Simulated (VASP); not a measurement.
SiC: single point with r2SCAN

The system is SiC.

```
Si C
1.0
     1.53760   -2.66320    0.00000
     0.00000    0.00000   -5.04817
     9.60998    4.66059    1.26204
Si C
8 8
Direct
  0.29167 0.20373 0.83333
  0.97917 0.01623 0.08333
  0.41667 0.07873 0.33333
  0.85417 0.14123 0.58333
  0.77083 0.72456 0.91667
  0.45833 0.53706 0.16667
  0.89583 0.59956 0.41667
  0.33333 0.66206 0.66667
  0.29167 0.82794 0.83333
  0.97917 0.64044 0.08333
  0.41667 0.70294 0.33333
  0.85417 0.76544 0.58333
  0.77083 0.34877 0.91667
  0.45833 0.16127 0.16667
  0.89583 0.22377 0.41667
  0.33333 0.28627 0.66667
```

```yaml
Program: VASP 6.6.1
Task: single point
Functional: r2SCAN
Potentials_or_basis: VASP PAW PBE potentials, release 64 (Si, C)
Cutoff: 520 eV
k_mesh: 7 × 5 × 2
Occupations: gaussian, width 0.05 eV
Spin: no spin polarisation
```

```
Pressure               : 1.1 GPa
Largest force          : 2.904 eV/Å
Band gap on the k mesh : zero (band 32 reaches 9.83 eV, above the bottom of band 33 at 9.21 eV)
```

Forces in eV/Å, atoms in the order of the input:
```
Si   0.616  0.795 -0.196
Si   1.224  1.705 -0.837
Si  -0.044  0.173  0.141
Si   0.124  0.132 -0.036
Si  -1.015 -1.688  2.134
Si  -0.564 -0.532  0.124
Si   0.007 -0.051  0.089
Si   0.023 -0.208  0.227
C   -0.031 -0.163 -0.493
C    1.610  1.470 -1.155
C   -0.088  0.175  0.042
C    0.045  0.012 -0.091
C   -1.579 -1.614  0.397
C   -0.057  0.150 -0.215
C   -0.111 -0.034 -0.021
C   -0.161 -0.322 -0.111
```

Stress tensor (GPa, compression positive):
```
-1.29  5.02 -2.52
 5.02  5.51  0.40
-2.52  0.40 -1.01
```

Levels at points of the mesh, in eV from the Fermi level:
| k point | band 30 | band 31 | band 32 | band 33 | band 34 | band 35 |
| --- | --- | --- | --- | --- | --- | --- |
| (0.00, 0.00, 0.00) | -1.38 | -1.18 | 0.44 | 0.77 | 2.17 | 2.64 |
| (0.00, 0.00, 0.50) | -1.41 | -1.27 | 0.38 | 0.91 | 2.19 | 2.82 |

Wall time 21 min on 1 thread of Oxide Virtual Turin-like Processor, with other jobs on the host, peak memory 0.33 GiB.

Caveat: the PAW data sets were made with another functional, which shifts forces and pressure a little.
